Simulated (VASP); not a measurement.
Input of a VASP 6.6.1 run:

File INCAR:

```
ALGO     = Normal         # electronic algorithm
EDIFF    = 1E-7           # SCF threshold, eV
ENCUT    = 520            # plane-wave cutoff, eV
GGA      = PE             # functional
ISIF     = 2              # what is computed and relaxed
ISMEAR   = -1             # smearing method
IVDW     = 12             # dispersion correction
LASPH    = True           # aspherical terms in the spheres
LCHARG   = False          # write CHGCAR
LREAL    = False          # projectors in reciprocal space
LWAVE    = False          # write WAVECAR
NBANDS   = 16             # bands
NELM     = 60             # most SCF steps
PREC     = Accurate       # precision mode
SIGMA    = 0.05           # smearing width, eV
```

File KPOINTS:

```
k-points
0
Gamma
  8 8 8
```

The input POSCAR:

```
CdSe
1.0
    0.0000000000      3.1106741371      3.1106741371
    3.1106741371      0.0000000000      3.1106741371
    3.1106741371      3.1106741371      0.0000000000
Cd Se
1 1
Direct
    0.0000000000      0.0000000000      0.0000000000
    0.2500000000      0.2500000000      0.2500000000
```

Potentials or basis: VASP PAW PBE potentials, release 64 (Cd, Se).

Run with:

```sh
$ cat potpaw_PBE.64/Cd/POTCAR potpaw_PBE.64/Se/POTCAR > POTCAR
$ mpirun -np 1 vasp_std > vasp.out
```

(1) What does it give for the pressure?

(2) Predict the band gap on the k mesh.

(3) Predict the dispersion energy per atom.

## Answers

(1) -2.1 GPa.

(2) 0.47 eV, direct.

(3) -0.295 eV.
